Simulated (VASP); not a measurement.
# CdSe (rocksalt type) (Fm-3m) in VASP: further runs, part 2 of 2

VASP 6.6.1.

**3. Electric field gradients, PBE (volume scaled by 1.06)**

File INCAR:

```
SYSTEM = CdSe
PREC = Accurate
ENCUT = 520
EDIFF = 1E-8
ISMEAR = -1
SIGMA = 0.03
LREAL = .False.
LASPH = .True.
NELM = 100
ALGO = Normal
ISIF = 2
LWAVE = .False.
LCHARG = .False.
GGA = PE
LEFG = .True.
NBANDS = 16
```

File KPOINTS:

```
Automatic mesh
0
Gamma
  12 12 12
  0 0 0
```

File POSCAR:

```
CdSe
1.0
    0.0000000000      2.9253396120      2.9253396120
    2.9253396120      0.0000000000      2.9253396120
    2.9253396120      2.9253396120      0.0000000000
Cd Se
1 1
Direct
    0.0000000000      0.0000000000      0.0000000000
    0.5000000000      0.5000000000      0.5000000000
```

Potentials or basis: VASP PAW PBE potentials, release 64 (Cd, Se).

Launch:

```
$ cat potpaw_PBE.64/Cd/POTCAR potpaw_PBE.64/Se/POTCAR > POTCAR
$ mpirun -np 1 vasp_std > vasp.out
```

OUTCAR:

```text
SYSTEM = CdSe
   PREC = Accurate
   ENCUT = 520
   EDIFF = 1E-8
   ISMEAR = -1
   LREAL = .False.
   LASPH = .True.
   NELM = 100
   ISIF = 2
   GGA = PE

 ion  position               nearest neighbor table
   1  0.000  0.000  0.000-   2 2.93   2 2.93   2 2.93   2 2.93   2 2.93   2 2.93
   2  0.500  0.500  0.500-   1 2.93   1 2.93   1 2.93   1 2.93   1 2.93   1 2.93

  LATTYP: Found a face centered cubic cell.
 ALAT       =     5.8506792240

  Lattice vectors:

 A1 = (   0.0000000000,   2.9253396120,   2.9253396120)
 A2 = (   2.9253396120,   0.0000000000,   2.9253396120)
 A3 = (   2.9253396120,   2.9253396120,   0.0000000000)

Analysis of symmetry for initial positions (statically):
=====================================================================
 Subroutine PRICEL returns:
 Original cell was already a primitive cell.

 Routine SETGRP: Setting up the symmetry group for a
 face centered cubic supercell.

[... 644 lines left out ...]
      direct lattice vectors                 reciprocal lattice vectors
     0.000000000  2.925339612  2.925339612    -0.170920326  0.170920326  0.170920326
     2.925339612  0.000000000  2.925339612     0.170920326 -0.170920326  0.170920326
     2.925339612  2.925339612  0.000000000     0.170920326  0.170920326 -0.170920326

 POSITION                                       TOTAL-FORCE (eV/Angst)
 -----------------------------------------------------------------------------------
      0.00000      0.00000      0.00000        -0.000000      0.000000      0.000000
      2.92534      2.92534      2.92534         0.000000      0.000000     -0.000000
 -----------------------------------------------------------------------------------
    total drift:                                0.000000     -0.000000     -0.000000

  FREE ENERGIE OF THE ION-ELECTRON SYSTEM (eV)
  ---------------------------------------------------
  free  energy   TOTEN  =        -5.1800285344 eV

  energy  without entropy=       -5.1778782706  energy(sigma->0) =       -5.17895340

 Electric field gradients (V/A^2)
---------------------------------------------------------------------
 ion       V_xx      V_yy      V_zz      V_xy      V_xz      V_yz
---------------------------------------------------------------------
   1       0.000    -0.000     0.000     0.002     0.002     0.002
   2      -0.000     0.000     0.000    -0.000    -0.000    -0.000
---------------------------------------------------------------------

 Electric field gradients after diagonalization (V/A^2)
 (convention: |V_zz| > |V_xx| > |V_yy|)
----------------------------------------------------------------------
 ion       V_xx      V_yy      V_zz     asymmetry (V_yy - V_xx)/ V_zz
----------------------------------------------------------------------
   1      -0.002    -0.002     0.004       0.000
   2       0.000     0.000    -0.001       0.000
----------------------------------------------------------------------

           NMR quadrupolar parameters

 Cq : quadrupolar parameter    Cq=e*Q*V_zz/h
 eta: asymmetry parameters     (V_yy - V_xx)/ V_zz
 Q  : nuclear electric quadrupole moment in mb (millibarn)
----------------------------------------------------------------------
 ion       Cq(MHz)       eta       Q (mb)
----------------------------------------------------------------------
   1       0.000       0.000       1.000
   2      -0.000       0.000       1.000
----------------------------------------------------------------------
```

OSZICAR:

```text
N       E                     dE             d eps       ncg     rms          rms(c)
DAV:   1     0.106445921538E+03    0.10645E+03   -0.89377E+03  2344   0.103E+03
DAV:   2    -0.176294363251E+01   -0.10821E+03   -0.10134E+03  2784   0.249E+02
DAV:   3    -0.561563568206E+01   -0.38527E+01   -0.38439E+01  2808   0.488E+01
DAV:   4    -0.562843726404E+01   -0.12802E-01   -0.12801E-01  2800   0.278E+00
DAV:   5    -0.562849872608E+01   -0.61462E-04   -0.61462E-04  2864   0.170E-01    0.475E+00
DAV:   6    -0.520551779688E+01    0.42298E+00   -0.64318E-01  2984   0.864E+00    0.415E+00
DAV:   7    -0.518079313153E+01    0.24725E-01   -0.11695E-01  2688   0.239E+00    0.195E+00
DAV:   8    -0.518012381821E+01    0.66931E-03   -0.12058E-02  2680   0.130E+00    0.255E-01
DAV:   9    -0.518003602904E+01    0.87789E-04   -0.17282E-03  2816   0.463E-01    0.664E-02
DAV:  10    -0.518001705960E+01    0.18969E-04   -0.26612E-04  2824   0.181E-01    0.341E-02
DAV:  11    -0.518002917257E+01   -0.12113E-04   -0.44087E-05  2600   0.567E-02    0.987E-03
DAV:  12    -0.518002877221E+01    0.40036E-06   -0.28368E-06  2672   0.914E-03    0.318E-03
DAV:  13    -0.518002850103E+01    0.27118E-06   -0.36883E-07  2888   0.490E-03    0.279E-03
DAV:  14    -0.518002854338E+01   -0.42347E-07   -0.64325E-08  2744   0.233E-03    0.111E-04
DAV:  15    -0.518002853439E+01    0.89874E-08   -0.12105E-08  2368   0.621E-04
   1 F= -.51800285E+01 E0= -.51789534E+01  d E =-.215026E-02
```

It took 37 s on 1 thread of Intel Xeon Platinum 8259CL at 2.50GHz (Skylake/Cascade Lake), shared host; peak memory 0.21 GiB.

What came out:

* Free energy: -5.1800 eV
* Pressure: -2.8 GPa
* Band gap on the k mesh: zero (band 9 reaches 1.79 eV, above the bottom of band 10 at 1.37 eV)

Caveat: without QUAD_EFG the Cq values of the log hold for a quadrupole moment of 1 mb, not for the nuclei.
